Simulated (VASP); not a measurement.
Cr2PbO3:

```xyz
6
Lattice="3.3152 0.0000 0.0000 0.0000 3.3152 0.0000 0.0000 0.0000 7.3172" Properties=species:S:1:pos:R:3 pbc="T T T"
Cr    0.0000    1.6576    5.3891
Cr    1.6576    0.0000    1.9281
Pb    0.0000    0.0000    0.0000
O     1.6576    1.6576    0.0000
O     0.0000    1.6576    2.8062
O     1.6576    0.0000    4.5111
```

The cell was generated, and may not be a known phase.

```yaml
Program: VASP 6.6.1
Task: relaxation of cell and atoms
Functional: PBE
Potentials_or_basis: VASP PAW PBE potentials, release 64 (Cr_pv, Pb_d, O)
Cutoff: 600 eV
k_mesh: 4 × 4 × 2
Occupations: gaussian, width 0.15 eV
Spin: collinear spin, ferromagnetic start
Starting_moments: "[3.0, 3.0, 0.0, 0.0, 0.0, 0.0] μB"
```

At the start: pressure 1.5 GPa; volume 13.40 Å³/atom.

Problem. Where does the relaxation end?

Solution. Over 11 steps the energy falls by 773.2 meV/atom and the volume is 13.97 Å³/atom (+4.2 %); space group P-4m2 (No. 115, to 0.1 Å) before and after; moment 7.81 μB per cell.

The path:
```csv
step,energy change (eV),largest force (eV/Å),pressure (GPa),volume (Å³)
1,0.0000,6.2920,1.49,80.42
2,-2.9956,3.3859,-6.86,81.87
3,-4.3185,0.8423,-6.03,83.35
4,-4.3757,0.7390,-5.08,83.72
5,-4.4652,0.4954,6.72,77.25
6,-4.5178,0.6020,1.72,79.56
7,-4.5810,0.4097,1.37,80.56
8,-4.6269,0.2206,1.06,82.40
9,-4.6331,0.1853,-1.08,84.34
10,-4.6345,0.1951,-0.48,83.75
11,-4.6395,0.0038,0.08,83.83
```

Final structure:
```
Cr Pb O
1.0
     3.22616    0.00000    0.00000
     0.00000    3.22616    0.00000
     0.00000    0.00000    8.05427
Cr Pb O
2 1 3
Direct
  0.00000 0.50000 0.63761
  0.50000 0.00000 0.36239
  0.00000 0.00000 0.00000
  0.50000 0.50000 0.00000
  0.00000 0.50000 0.37887
  0.50000 0.00000 0.62113
```

Caveat: the k points lie up to 0.49 Å⁻¹ apart in the final cell; the run started ferromagnetic, and an antiferromagnetic order may lie lower in energy.
